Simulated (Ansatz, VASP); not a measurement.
# Two plane-wave programs on MoS2

Contents of INCAR:

```
ALGO = Normal
EDIFF = 1E-6
ENCUT = 520
GGA = PE
ISIF = 2
ISMEAR = 0
IVDW = 12
LASPH = True
LCHARG = False
LREAL = False
LWAVE = False
NBANDS = 20
NELM = 60
PREC = Accurate
SIGMA = 0.05
```

Contents of KPOINTS:

```
k-points
0
Gamma
  12 12 12
```

The input POSCAR:

```
MoS2
1.0
    1.6041271577      0.9261432463      6.1027096847
   -1.6041271577      0.9261432463      6.1027096847
    0.0000000000     -1.8522864926      6.1027096847
Mo S
1 2
Direct
    0.0000172156      0.0000172156      0.0000172156
    0.7535368444      0.7535368444      0.7535368444
    0.5797459400      0.5797459400      0.5797459400
```

Input for Ansatz:

```yaml
crystal:
  lattice:
    - [1.6041271577, 0.9261432463, 6.1027096847]
    - [-1.6041271577, 0.9261432463, 6.1027096847]
    - [0.0, -1.8522864926, 6.1027096847]
  atoms:
    - { symbol: Mo, position: [1.72156e-05, 1.72156e-05, 1.72156e-05] }
    - { symbol: S, position: [0.7535368444, 0.7535368444, 0.7535368444] }
    - { symbol: S, position: [0.57974594, 0.57974594, 0.57974594] }
basis:
  ecutwfc: 420
kpoints:
  mp_grid: { grid: [12, 12, 12] }
hamiltonian:
  xc: pbe
  pseudopotentials: { kind: paw, azcp: { folder: soft_1 } }
  dispersion: d3bj
scf:
  occupations: { method: gaussian, width: 0.05 }
output:
  forces: true
  stress: true
  eigenvalues: true
  write_density: true
  write_potential: true
  elf: true
  volumetric_format: npy
```

Alike in both runs: task single point; functional PBE; dispersion D3(BJ); k mesh 12 × 12 × 12; occupations gaussian, width 0.05 eV; no spin polarisation.

|  | VASP | Ansatz |
| --- | --- | --- |
| version | VASP 6.6.1 | Ansatz 0.2.0 |
| potentials or method | VASP PAW PBE potentials, release 64 (Mo_sv, S), cutoff 520 eV | scalar-relativistic, plane waves, PAW |
| valence electrons in the cell | 26 | 26 |

|  | VASP | Ansatz | Ansatz less VASP |
| --- | --- | --- | --- |
| gap on the k mesh at the Fermi level (eV) | 0.85 | 0.83 | -0.014 |
| least direct gap on the mesh (eV) | 1.65 | 1.64 | -0.003 |
| pressure (GPa) | -7.4 | -7.3 | +0.11 |
| traceless stress, the component that is largest in VASP (GPa) | -0.59 | -0.57 | +0.026 |
| rms of the force components (eV/Å) | 0.368 | 0.363 | -0.0048 |

Atom by atom the forces differ by 0.005 eV/Å (rms over components).
